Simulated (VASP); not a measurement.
# K2S (Fm-3m) in VASP: further runs

K2S is run at these levels: RPBE, revPBE+D4, revPBE; tasks: single point.

Program: VASP 6.6.1. These are calculated values, not measurements. Logs are shortened: lines on timing, memory, paths and dates and some standing lists are left out, and cuts for length are marked.

### Step 1. The cell of the first run

The structure is cubic, space group Fm-3m (No. 225). The conventional cell has a = 7.521 Å, b = 7.521 Å, c = 7.521 Å, α = 90.00°, β = 90.00°, γ = 90.00°. K (site symmetry -43m) has 4 S at 3.26 Å and 6 K at 3.76 Å within 4.3 Å. Within 4.3 Å of S (site symmetry m-3m) lie 8 K at 3.26 Å.

### Step 2. Single point, RPBE (35.46 Å³/atom)

The input, INCAR:

```
PREC = Accurate ; ENCUT = 500
EDIFF = 1E-6 ; ISMEAR = 0
SIGMA = 0.05 ; LREAL = False
LASPH = True ; NELM = 120
ALGO = Normal ; ISIF = 2
LWAVE = False ; LCHARG = True
GGA = RP ; LELF = True
LVHAR = True ; NBANDS = 19
GGA_COMPAT = False
```

The input, KPOINTS:

```
regular mesh
0
Gamma
  6 6 6
```

The input, POSCAR:

```
K2S
1.0
    0.0000000000      3.7606303595      3.7606303595
    3.7606303595      0.0000000000      3.7606303595
    3.7606303595      3.7606303595      0.0000000000
K S
2 1
Direct
    0.2500000000      0.2500000000      0.2500000000
    0.7500000000      0.7500000000      0.7500000000
    0.0000000000      0.0000000000      0.0000000000
```

Potentials or basis: VASP PAW PBE potentials, release 64 (K_sv, S).

On the command line:

```console
cat potpaw_PBE.64/K_sv/POTCAR potpaw_PBE.64/S/POTCAR > POTCAR
mpirun -np 1 vasp_std > vasp.out
```

OUTCAR:

```text
PREC = Accurate
   ENCUT = 500
   EDIFF = 1E-6
   ISMEAR = 0
   LREAL = False
   LASPH = True
   NELM = 120
   ISIF = 2
   GGA = RP

 ion  position               nearest neighbor table
   1  0.250  0.250  0.250-   3 3.26   3 3.26   3 3.26   3 3.26   2 3.76   2 3.76   2 3.76   2 3.76
                             2 3.76   2 3.76
   2  0.750  0.750  0.750-   3 3.26   3 3.26   3 3.26   3 3.26   1 3.76   1 3.76   1 3.76   1 3.76
                             1 3.76   1 3.76
   3  0.000  0.000  0.000-   2 3.26   2 3.26   2 3.26   1 3.26   1 3.26   1 3.26   2 3.26   1 3.26

  LATTYP: Found a face centered cubic cell.
 ALAT       =     7.5212607190

  Lattice vectors:

 A1 = (   0.0000000000,   3.7606303595,   3.7606303595)
 A2 = (   3.7606303595,   0.0000000000,   3.7606303595)
 A3 = (   3.7606303595,   3.7606303595,   0.0000000000)

Analysis of symmetry for initial positions (statically):
=====================================================================
 Subroutine PRICEL returns:
 Original cell was already a primitive cell.

 Routine SETGRP: Setting up the symmetry group for a
 face centered cubic supercell.

 Subroutine GETGRP returns: Found 48 space group operations
 (whereof 48 operations were pure point group operations)
 out of a pool of 48 trial point group operations.

The static configuration has the point symmetry O_h .

Analysis of symmetry for dynamics (positions and initial velocities):
=====================================================================
 Subroutine PRICEL returns:
 Original cell was already a primitive cell.

 Routine SETGRP: Setting up the symmetry group for a
 face centered cubic supercell.

 Subroutine GETGRP returns: Found 48 space group operations
 (whereof 48 operations were pure point group operations)
 out of a pool of 48 trial point group operations.

The dynamic configuration has the point symmetry O_h .

 Subroutine INISYM returns: Found 48 space group operations
 (whereof 48 operations are pure point group operations),
 and found     1 'primitive' translations

----------------------------------------------------------------------------------------

                                     Primitive cell

  volume of cell :     106.3682

  direct lattice vectors                    reciprocal lattice vectors
     0.000000000  3.760630359  3.760630359    -0.132956433  0.132956433  0.132956433
     3.760630359  0.000000000  3.760630359     0.132956433 -0.132956433  0.132956433
     3.760630359  3.760630359  0.000000000     0.132956433  0.132956433 -0.132956433

  length of vectors
     5.318334457  5.318334457  5.318334457     0.230287298  0.230287298  0.230287298

  position of ions in fractional coordinates (direct lattice)
     0.250000000  0.250000000  0.250000000
     0.750000000  0.750000000  0.750000000
     0.000000000  0.000000000  0.000000000

  ion indices of the primitive-cell ions
   primitive index   ion index
                 1           1
                 2           2
                 3           3

----------------------------------------------------------------------------------------

 KPOINTS: regular mesh

Automatic generation of k-mesh.
 Grid dimensions read from file:
 generate k-points for:    6    6    6

 Generating k-lattice:

  Cartesian coordinates                     Fractional coordinates (reciprocal lattice)
    -0.022159406  0.022159406  0.022159406     0.166666667  0.000000000  0.000000000
     0.022159406 -0.022159406  0.022159406     0.000000000  0.166666667  0.000000000
     0.022159406  0.022159406 -0.022159406     0.000000000  0.000000000  0.166666667

  Length of vectors
     0.038381216  0.038381216  0.038381216

  Shift w.r.t. Gamma in fractional coordinates (k-lattice)
     0.000000000  0.000000000  0.000000000

 Subroutine IBZKPT returns following result:
 ===========================================

 Found     16 irreducible k-points:

 Following reciprocal coordinates:
            Coordinates               Weight
  0.000000  0.000000  0.000000      1.000000
  0.166667  0.000000  0.000000      8.000000
  0.333333  0.000000  0.000000      8.000000
  0.500000  0.000000  0.000000      4.000000
  0.166667  0.166667  0.000000      6.000000
  0.333333  0.166667  0.000000     24.000000
[... 8 lines left out ...]
 -0.333333  0.333333  0.166667     24.000000
 -0.333333  0.500000  0.166667     12.000000
   k-points           NKPTS =     16   k-points in BZ     NKDIM =     16   number of bands    NBANDS=     19
   number of dos      NEDOS =    301   number of ions     NIONS =      3
   total plane-waves  NPLWV =  64000
   dimension x,y,z NGX =    40 NGY =   40 NGZ =   40
   dimension x,y,z NGXF=    80 NGYF=   80 NGZF=   80
   ions per type =               2   1
   NGX,Y,Z   is equivalent  to a cutoff of  12.50, 12.50, 12.50 a.u.
   NGXF,Y,Z  is equivalent  to a cutoff of  25.01, 25.01, 25.01 a.u.
 SYSTEM =  unknown system
   PREC   = accura    normal or accurate (medium, high low for compatibility)
   ISTART =      0    job   : 0-new  1-cont  2-samecut
   ICHARG =      2    charge: 1-file 2-atom 10-const
   ISPIN  =      1    spin polarized calculation?
   LNONCOLLINEAR =      F non collinear calculations
   LSORBIT =      F    spin-orbit coupling
   LASPH  =      T    aspherical Exc in radial PAW
   ENCUT  =  500.0 eV  36.75 Ry    6.06 a.u.   9.70  9.70  9.70*2*pi/ulx,y,z
   NELM   =    120;   NELMIN=  2; NELMDL= -5     # of ELM steps
   EDIFF  = 0.1E-05   stopping-criterion for ELM
   LREAL  =      F    real-space projection
   EDIFFG = 0.1E-04   stopping-criterion for IOM
   NSW    =      0    number of steps for IOM
   IBRION =     -1    ionic relax: 0-MD 1-quasi-New 2-CG
   NFREE  =      0    steps in history (QN), initial steepest desc. (CG)
   ISIF   =      2    stress and relaxation
   ISYM   =      2    0-nonsym 1-usesym 2-fastsym
   POTIM  = 0.5000    time-step for ionic-motion
   TEBEG  =    0.0;   TEEND  =   0.0 temperature during run
   PSTRESS=    0.0 pullay stress
   NELECT =      24.0000    total number of electrons
   NUPDOWN=      -1.0000    fix difference up-down
   EMIN   =  10.00;   EMAX   =-10.00  energy-range for DOS
   EFERMI =   0.00;   METHOD = LEGACY
   ISMEAR =     0;   SIGMA  =   0.05  broadening in eV -4-tet -1-fermi 0-gaus
   EFERMI_NEDOS =   21; number of points for ismear=-14 and -15
   IALGO  =     38    algorithm
   IMIX   =      4    mixing-type and parameters
     AMIX     =   0.40;   BMIX     =  1.00
     AMIX_MAG =   1.60;   BMIX_MAG =  1.00
  volume/ion in A,a.u.               =      35.46       239.27
  Fermi-wavevector in a.u.,A,eV,Ry     =   0.996647  1.883389 13.514732  0.993305
  Thomas-Fermi vector in A             =   2.128749
   LORBIT       =      0    0 simple, 1 ext, 2 COOP (PROOUT), +10 PAW based schemes
   GGA     = RP    functional components
   LHFCALC =     F    Hartree Fock is set to
   AEXX    =    0.0000 exact exchange contribution
   IVDW    =     0    specifies the selected vdW correction
   LEPSILON=     F    determine dielectric tensor
   LRPA    =     F    only Hartree local field effects (RPA)
 non-spin polarized calculation
 Gauss-broadening in eV      SIGMA  =   0.05
  energy-cutoff  :      500.00
  volume of cell :      106.37
 maximum number of plane-waves:      2733
   NGX = 19   NGY = 19   NGZ = 19

 number of electron      24.0000004 magnetization

 Free energy of the ion-electron system (eV)
  ---------------------------------------------------
  ext. energy  EPLUGINS =         0.00000000
  ---------------------------------------------------
  free energy    TOTEN  =        -8.84205144 eV

  energy without entropy =       -8.84205144  energy(sigma->0) =       -8.84205144

 E-fermi :  -0.0809     XC(G=0):  -6.8519

 val. band max:       -0.3249219503   @ k =   0.5000   0.5000   0.0000
 cond. band min:       2.1887410205   @ k =   0.0000   0.0000   0.0000
 fundamental gap:      2.5136629708
 Fermi energy:        -0.0808767185

 k-point     1 :       0.0000    0.0000    0.0000
  band No.  band energies     occupation
      1     -29.7911      2.00000
      2     -29.7254      2.00000
      3     -13.3213      2.00000
      4     -13.3213      2.00000
      5     -13.3213      2.00000
      6     -13.1214      2.00000
[... 11 lines left out ...]
     18       7.1114      0.00000
     19       7.9861      0.00000

 k-point     2 :       0.1667    0.0000    0.0000
  band No.  band energies     occupation
      1     -29.7865      2.00000
      2     -29.7296      2.00000
      3     -13.3154      2.00000
      4     -13.3094      2.00000
      5     -13.3094      2.00000
      6     -13.1536      2.00000
[... 11 lines left out ...]
     18       7.2555      0.00000
     19       7.5187      0.00000

 k-point     3 :       0.3333    0.0000    0.0000
  band No.  band energies     occupation
      1     -29.7741      2.00000
      2     -29.7413      2.00000
      3     -13.3047      2.00000
      4     -13.2760      2.00000
      5     -13.2760      2.00000
      6     -13.2145      2.00000
[... 11 lines left out ...]
     18       7.3050      0.00000
     19       7.3051      0.00000

 k-point     4 :       0.5000    0.0000    0.0000
  band No.  band energies     occupation
      1     -29.7576      2.00000
      2     -29.7575      2.00000
      3     -13.3009      2.00000
      4     -13.2422      2.00000
      5     -13.2312      2.00000
      6     -13.2312      2.00000
[... 231 lines left out ...]
     18       7.2574      0.00000
     19       7.6146      0.00000

 k-point    15 :      -0.3333    0.3333    0.1667
  band No.  band energies     occupation
      1     -29.7573      2.00000
      2     -29.7573      2.00000
      3     -13.4307      2.00000
      4     -13.3703      2.00000
      5     -13.2356      2.00000
      6     -13.2338      2.00000
[... 11 lines left out ...]
     18       6.9799      0.00000
     19       7.5674      0.00000

 k-point    16 :      -0.3333    0.5000    0.1667
  band No.  band energies     occupation
      1     -29.7627      2.00000
      2     -29.7518      2.00000
      3     -13.4636      2.00000
      4     -13.3857      2.00000
      5     -13.3025      2.00000
      6     -13.1629      2.00000
[... 11 lines left out ...]
     18       7.1951      0.00000
     19       7.3312      0.00000

------------------------ aborting loop because EDIFF is reached ----------------------------------------

  FORCE on cell =-STRESS in cart. coord.  units (eV):
  Direction    XX          YY          ZZ          XY          YZ          ZX
  --------------------------------------------------------------------------------------
  -------------------------------------------------------------------------------------
  Total        0.4779583      0.4779583      0.4779583      0.0000000      0.0000000      0.0000000
  in kB        7.1992737      7.1992737      7.1992737      0.0000000      0.0000000      0.0000000
  external PRESSURE =       7.1992737 kB  Pullay stress =       0.0000000 kB

 VOLUME and BASIS-vectors are now :
 -----------------------------------------------------------------------------
  energy-cutoff  :      500.00
  volume of cell :      106.37
      direct lattice vectors                 reciprocal lattice vectors
     0.000000000  3.760630359  3.760630359    -0.132956433  0.132956433  0.132956433
     3.760630359  0.000000000  3.760630359     0.132956433 -0.132956433  0.132956433
     3.760630359  3.760630359  0.000000000     0.132956433  0.132956433 -0.132956433

 POSITION                                       TOTAL-FORCE (eV/Angst)
 -----------------------------------------------------------------------------------
      1.88032      1.88032      1.88032        -0.000000     -0.000000     -0.000000
      5.64095      5.64095      5.64095         0.000000      0.000000      0.000000
      0.00000      0.00000      0.00000        -0.000000      0.000000     -0.000000
 -----------------------------------------------------------------------------------
    total drift:                               -0.000000     -0.000000      0.000000

  FREE ENERGIE OF THE ION-ELECTRON SYSTEM (eV)
  ---------------------------------------------------
  free  energy   TOTEN  =        -8.8420514371 eV

  energy  without entropy=       -8.8420514371  energy(sigma->0) =       -8.84205144
```

It took 62 s on 1 thread of Intel Xeon 8259CL, shared host; peak memory 0.24 GiB.

Results:

```
Free energy            : -8.8421 eV
Pressure               : 0.7 GPa
Band gap on the k mesh : 2.51 eV (least direct gap 2.67 eV)
```

Caveat: the PAW data sets were made with another functional, which shifts forces and pressure a little. A hybrid or GW would open this gap; RPBE tends to underestimate it.

### Step 3. Single point, revPBE+D4 (35.91 Å³/atom)

This run uses another cell than the first one, of 35.91 Å³/atom.

The input, INCAR:

```
ALGO = Normal
EDIFF = 1E-6
ENCUT = 500
GGA = RE
GGA_COMPAT = False
ISIF = 2
ISMEAR = 0
IVDW = 13
LASPH = True
LCHARG = False
LREAL = False
LWAVE = False
NBANDS = 19
NELM = 120
PREC = Accurate
SIGMA = 0.05
```

The input, KPOINTS:

```
k-points
0
Gamma
  6 6 6
```

The input, POSCAR:

```
K2S
1.0
    0.0000000000      3.7765993334      3.7765993334
    3.7765993334      0.0000000000      3.7765993334
    3.7765993334      3.7765993334      0.0000000000
K S
2 1
Direct
    0.2500000000      0.2500000000      0.2500000000
    0.7500000000      0.7500000000      0.7500000000
    0.0000000000      0.0000000000      0.0000000000
```

Potentials or basis: VASP PAW PBE potentials, release 64 (K_sv, S).

On the command line:

```console
cat potpaw_PBE.64/K_sv/POTCAR potpaw_PBE.64/S/POTCAR > POTCAR
mpirun -np 1 vasp_std > vasp.out
```

OUTCAR:

```text
EDIFF = 1E-6
   ENCUT = 500
   GGA = RE
   ISIF = 2
   ISMEAR = 0
   IVDW = 13
   LASPH = True
   LREAL = False
   NELM = 120
   PREC = Accurate

 ion  position               nearest neighbor table
   1  0.250  0.250  0.250-   3 3.27   3 3.27   3 3.27   3 3.27   2 3.78   2 3.78   2 3.78   2 3.78
                             2 3.78   2 3.78
   2  0.750  0.750  0.750-   3 3.27   3 3.27   3 3.27   3 3.27   1 3.78   1 3.78   1 3.78   1 3.78
                             1 3.78   1 3.78
   3  0.000  0.000  0.000-   2 3.27   2 3.27   2 3.27   1 3.27   2 3.27   1 3.27   1 3.27   1 3.27

  LATTYP: Found a face centered cubic cell.
 ALAT       =     7.5531986668

  Lattice vectors:

 A1 = (   0.0000000000,   3.7765993334,   3.7765993334)
 A2 = (   3.7765993334,   0.0000000000,   3.7765993334)
 A3 = (   3.7765993334,   3.7765993334,   0.0000000000)

Analysis of symmetry for initial positions (statically):
=====================================================================
 Subroutine PRICEL returns:
 Original cell was already a primitive cell.

 Routine SETGRP: Setting up the symmetry group for a
 face centered cubic supercell.
[... 159 lines left out ...]

 E-fermi :  -0.0714     XC(G=0):  -6.8462

 val. band max:       -0.3914220491   @ k =   0.5000   0.5000   0.0000
 cond. band min:       2.0690747034   @ k =   0.0000   0.0000   0.0000
 fundamental gap:      2.4604967526
 Fermi energy:        -0.0713976018

 k-point     1 :       0.0000    0.0000    0.0000
  band No.  band energies     occupation
      1     -29.8553      2.00000
      2     -29.7925      2.00000
      3     -13.3936      2.00000
      4     -13.3936      2.00000
      5     -13.3936      2.00000
      6     -13.1998      2.00000
[... 329 lines left out ...]
      6     -13.2401      2.00000
[... 11 lines left out ...]
     18       7.0830      0.00000
     19       7.1668      0.00000

------------------------ aborting loop because EDIFF is reached ----------------------------------------

  DFT-D4 for vdW energy calculation

  Edisp (eV):   -0.41405

  FORCE on cell =-STRESS in cart. coord.  units (eV):
  Direction    XX          YY          ZZ          XY          YZ          ZX
  --------------------------------------------------------------------------------------
  -------------------------------------------------------------------------------------
  Total      -0.20558    -0.20558    -0.20558     0.00000     0.00000     0.00000
  in kB      -3.05741    -3.05741    -3.05741     0.00000     0.00000     0.00000
  external pressure =       -3.06 kB  Pullay stress =        0.00 kB

 VOLUME and BASIS-vectors are now :
 -----------------------------------------------------------------------------
  energy-cutoff  :      500.00
  volume of cell :      107.73
      direct lattice vectors                 reciprocal lattice vectors
     0.000000000  3.776599333  3.776599333    -0.132394240  0.132394240  0.132394240
     3.776599333  0.000000000  3.776599333     0.132394240 -0.132394240  0.132394240
     3.776599333  3.776599333  0.000000000     0.132394240  0.132394240 -0.132394240

 POSITION                                       TOTAL-FORCE (eV/Angst)
 -----------------------------------------------------------------------------------
      1.88830      1.88830      1.88830         0.000000      0.000000      0.000000
      5.66490      5.66490      5.66490        -0.000000     -0.000000     -0.000000
      0.00000      0.00000      0.00000         0.000000     -0.000000     -0.000000
 -----------------------------------------------------------------------------------
    total drift:                               -0.000000     -0.000000      0.000000

  FREE ENERGIE OF THE ION-ELECTRON SYSTEM (eV)
  ---------------------------------------------------
  free  energy   TOTEN  =        -9.3084382702 eV

  energy  without entropy=       -9.3084382702  energy(sigma->0) =       -9.30843827
```

OSZICAR:

```text
N       E                     dE             d eps       ncg     rms          rms(c)
DAV:   1     0.150186240182E+03    0.15019E+03   -0.10501E+04   608   0.104E+03
DAV:   2     0.107336513248E+01   -0.14911E+03   -0.14539E+03   707   0.294E+02
DAV:   3    -0.100880524783E+02   -0.11161E+02   -0.11130E+02  1067   0.615E+01
DAV:   4    -0.103400696866E+02   -0.25202E+00   -0.25189E+00   864   0.894E+00
DAV:   5    -0.103535763924E+02   -0.13507E-01   -0.13506E-01   973   0.133E+00    0.507E+00
DAV:   6    -0.892708250683E+01    0.14265E+01   -0.37441E+00   872   0.719E+00    0.439E+00
DAV:   7    -0.884994180012E+01    0.77141E-01   -0.10701E+00   810   0.326E+00    0.340E+00
DAV:   8    -0.889452949124E+01   -0.44588E-01   -0.28157E-01   691   0.199E+00    0.900E-01
DAV:   9    -0.888305095214E+01    0.11479E-01   -0.87497E-02   735   0.858E-01    0.614E-01
DAV:  10    -0.889290761740E+01   -0.98567E-02   -0.16435E-02   668   0.481E-01    0.160E-01
DAV:  11    -0.889358217502E+01   -0.67456E-03   -0.46919E-03   751   0.235E-01    0.940E-02
DAV:  12    -0.889442561483E+01   -0.84344E-03   -0.40183E-03   647   0.201E-01    0.697E-02
DAV:  13    -0.889438145946E+01    0.44155E-04   -0.91041E-04   773   0.874E-02    0.134E-02
DAV:  14    -0.889438553428E+01   -0.40748E-05   -0.22229E-05   750   0.230E-02    0.548E-03
DAV:  15    -0.889438923333E+01   -0.36990E-05   -0.97032E-06   564   0.111E-02    0.792E-03
DAV:  16    -0.889438933210E+01   -0.98768E-07   -0.23186E-06   594   0.490E-03
   1 F= -.93084383E+01 E0= -.93084383E+01  d E =-.179423E-20
```

It took 65 s on 1 thread of Intel Xeon 8259CL, shared host; peak memory 0.24 GiB.

What came out:

* Free energy: -9.3084 eV
* Pressure: -0.3 GPa
* Band gap on the k mesh: 2.46 eV (least direct gap 2.60 eV)
* Dispersion energy per atom: -0.138 eV

Caveat: the PAW data sets were made with another functional, which shifts forces and pressure a little.

(Continued in part 2 of 3.)
